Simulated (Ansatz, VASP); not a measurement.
As: VASP beside Ansatz

File POSCAR:

```
As
1.0
    2.9579811701      0.0000000000      0.0000000000
   -1.4789905850      2.5616868372      0.0000000000
    0.0000000000      0.0000000000      4.8303832507
As
2
Direct
    0.3333333333      0.6666666667      0.2500000000
    0.6666666667      0.3333333333      0.7500000000
```

INCAR.step1

```
PREC     = Accurate       # precision mode
ENCUT    = 600            # plane-wave cutoff, eV
ISMEAR   = -1             # smearing method
SIGMA    = 0.1            # smearing width, eV
LREAL    = F              # projectors in reciprocal space
LASPH    = T              # aspherical terms in the spheres
NELM     = 80             # most SCF steps
GGA      = PE             # functional
ALGO     = Normal         # electronic algorithm
EDIFF    = 1E-4           # SCF threshold, eV
LWAVE    = T              # write WAVECAR
LCHARG   = F              # write CHGCAR
```

INCAR.step2

```
PREC     = Accurate       # precision mode
ENCUT    = 600            # plane-wave cutoff, eV
EDIFF    = 1E-7           # SCF threshold, eV
ISMEAR   = -1             # smearing method
SIGMA    = 0.1            # smearing width, eV
LREAL    = F              # projectors in reciprocal space
LASPH    = T              # aspherical terms in the spheres
NELM     = 80             # most SCF steps
ALGO     = Normal         # electronic algorithm
ISIF     = 3              # what is computed and relaxed
LWAVE    = F              # write WAVECAR
LCHARG   = F              # write CHGCAR
METAGGA  = R2SCAN         # meta-GGA
LMIXTAU  = T            
IBRION   = 2              # ionic algorithm
NSW      = 80             # ionic steps
EDIFFG   = -0.01          # ionic threshold
ISTART   = 1
```

Contents of KPOINTS:

```
Automatic mesh
0
Gamma
  12 12 7
```

Input for Ansatz:

```yaml
crystal:
  lattice:
    - [2.9579811701, 0.0, 0.0]
    - [-1.478990585, 2.5616868372, 0.0]
    - [0.0, 0.0, 4.8303832507]
  atoms:
    - { symbol: As, position: [0.3333333333, 0.6666666667, 0.25] }
    - { symbol: As, position: [0.6666666667, 0.3333333333, 0.75] }
hamiltonian:
  xc: r2scan
  pseudopotentials:
    kind: paw
    azcp:
      As: "pseudopotentials/As.paw.azcp"
basis:
  ecutwfc: 500
  fft_grid_basis: typed
kpoints:
  mp_grid: { grid: [12, 12, 7], shift: [0, 0, 0] }
magnetization:
  spin_polarized: false
scf:
  occupations: { method: fermi_dirac, width: 0.1 }
relax:
  max_steps: 60
  f_tol: 0.01
  cell: {}
```

Alike in both runs: task relaxation of cell and atoms; functional r2SCAN; k mesh 12 × 12 × 7; occupations fermi-dirac, width 0.1 eV; no spin polarisation.

```csv
,VASP,Ansatz
version,VASP 6.6.1,Ansatz 0.2.0
potentials or method,"VASP PAW PBE potentials, release 64 (As), cutoff 600 eV","plane waves (500 eV) with PAW, scalar-relativistic"
valence electrons in the cell,10,30
```

|  | VASP | Ansatz | Ansatz less VASP |
| --- | --- | --- | --- |
| relaxed volume (Å³/atom) | 19.03 | 20.37 | +1.335 |
| relaxed length of the cell vector where the two differ most in proportion (Å) | 4.590 | 3.548 | -1.0414 |

VASP's potentials were made for PBE, not for r2SCAN. VASP's potentials hold 10 valence electrons a cell and Ansatz's 30, so a difference there can come from the potentials and not from the codes.
